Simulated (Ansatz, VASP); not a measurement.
**Ta3Ti in VASP and in Ansatz**

Contents of INCAR:

```
SYSTEM = Ta3Ti
ALGO = Normal ; EDIFF = 1E-6
EDIFFG = -0.04 ; ENCUT = 600
GGA = PE ; IBRION = 2
ISIF = 3 ; ISMEAR = 0
LASPH = .TRUE. ; LCHARG = .FALSE.
LREAL = .FALSE. ; LWAVE = .FALSE.
NELM = 80 ; NSW = 90
PREC = Accurate ; SIGMA = 0.1
```

Contents of KPOINTS:

```
k-points
0
G
  6 6 6
  0 0 0
```

The input POSCAR:

```
Ta3Ti
1.0
   -1.9360283801      1.9360283801      4.3246348230
    1.9360283801     -1.9360283801      4.3246348230
    1.9360283801      1.9360283801     -4.3246348230
Ti Ta
1 3
Direct
    0.0000000000      0.0000000000      0.0000000000
    0.5000000000      0.5000000000      0.0000000000
    0.2500000000      0.7500000000      0.5000000000
    0.7500000000      0.2500000000      0.5000000000
```

Input for Ansatz:

```yaml
crystal:
  lattice:
    - [-1.9360283801, 1.9360283801, 4.324634823]
    - [1.9360283801, -1.9360283801, 4.324634823]
    - [1.9360283801, 1.9360283801, -4.324634823]
  atoms:
    - { symbol: Ti, position: [0.0, 0.0, 0.0] }
    - { symbol: Ta, position: [0.5, 0.5, 0.0] }
    - { symbol: Ta, position: [0.25, 0.75, 0.5] }
    - { symbol: Ta, position: [0.75, 0.25, 0.5] }
basis:
  ecutwfc: 420
kpoints:
  mp_grid: { grid: [6, 6, 6] }
hamiltonian:
  xc: pbe
scf:
  occupations: { method: gaussian, width: 0.1 }
  lower_state_search: "off"
output:
  forces: true
  stress: true
  eigenvalues: true
relax:
  adjacent_minimum: "off"
  f_tol: 0.04
  max_steps: 70
  cell: { stress_tol: 0.4 }
```

Alike in both runs: task relaxation of cell and atoms; functional PBE; k mesh 6 × 6 × 6; occupations gaussian, width 0.1 eV; no spin polarisation.

|  | VASP | Ansatz |
| --- | --- | --- |
| version | VASP 6.6.1 | Ansatz 0.2.0 |
| potentials or method | VASP PAW PBE potentials, release 64 (Ti_sv, Ta_pv), cutoff 600 eV | scalar-relativistic, plane waves, PAW |
| valence electrons in the cell | 45 | 51 |

|  | VASP | Ansatz | Ansatz less VASP |
| --- | --- | --- | --- |
| gap on the k mesh at the Fermi level, each at its own relaxed structure (eV) | none | none | - |
| relaxed volume (Å³/atom) | 18.17 | 18.19 | +0.023 |
| relaxed length of the cell vector where the two differ most in proportion (Å) | 5.446 | 5.448 | +0.0019 |

A gap of «none» marks a metal or a gap that the smearing closes. VASP's potentials hold 45 valence electrons a cell and Ansatz's 51, so a difference there can come from the potentials and not from the codes.

The k mesh is coarse, so the values compare programs but aren't converged. Neither program's run includes spin-orbit coupling.
